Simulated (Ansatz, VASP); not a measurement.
## One calculation of ZnO, two programs

```
CELL_PARAMETERS angstrom
3.03349 0.00000 0.00000
0.00000 3.03349 0.00000
0.00000 0.00000 5.39954
ATOMIC_POSITIONS crystal
Zn 0.00000 0.50000 0.00000
Zn 0.50000 0.00000 0.50000
O 0.50000 0.50000 0.25000
O 0.50000 0.50000 0.75000
```

Change from the starting cell: ordered vacancies on the anion sites of fluorite (P4_2/mmc, No. 131).

Alike in both runs: functional PBE; k mesh 6 × 6 × 4; occupations gaussian, width 0.1 eV; no spin polarisation.

Ansatz relaxed the structure, and its values are those at the end. VASP's run is a single point on that final structure, the one shown.

|  | VASP | Ansatz |
| --- | --- | --- |
| version | VASP 6.6.1 | Ansatz 0.2.0 |
| potentials or method | VASP PAW PBE potentials, release 64 (Zn, O), cutoff 520 eV | scalar-relativistic, plane waves, PAW |
| valence electrons in the cell | 36 | 36 |

|  | VASP | Ansatz | Ansatz less VASP |
| --- | --- | --- | --- |
| gap on the k mesh at the Fermi level (eV) | none | none | - |
| pressure (GPa) | 0.7 | -0.2 | -0.84 |

A gap of «none» marks a metal or a gap that the smearing closes.
